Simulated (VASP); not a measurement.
Here is a VASP 6.6.1 calculation.

File INCAR:

```
PREC = Accurate
ENCUT = 520
EDIFF = 1E-6
ISMEAR = -1
SIGMA = 0.1
LREAL = F
LASPH = T
NELM = 100
ALGO = Normal
ISIF = 2
LWAVE = F
LCHARG = F
GGA = B5
ALDAX = 1.0
AGGAX = 1.0
AGGAC = 1.0
ALDAC = 0.0
NBANDS = 14
```

The input KPOINTS:

```
regular mesh
0
Gamma
  8 8 8
```

The input POSCAR:

```
Na
1.0
    0.0000000000      3.9065254549      3.9065254549
    3.9065254549      0.0000000000      3.9065254549
    3.9065254549      3.9065254549      0.0000000000
Na
2
Direct
    0.1250000000      0.1250000000      0.1250000000
    0.8750000000      0.8750000000      0.8750000000
```

Potentials or basis: VASP PAW PBE potentials, release 64 (Na_pv).

Run with:

```console
$ cat potpaw_PBE.64/Na_pv/POTCAR > POTCAR
$ mpirun -np 1 vasp_std > vasp.out
```

**Question.** Predict the pressure.

**Answer.** 0.1 GPa.

**Question.** Predict the band gap on the k mesh.

**Answer.** Zero (band 7 reaches -0.17 eV, above the bottom of band 8 at -0.46 eV).

Caveat: the PAW data sets were made with another functional, which shifts forces and pressure a little.
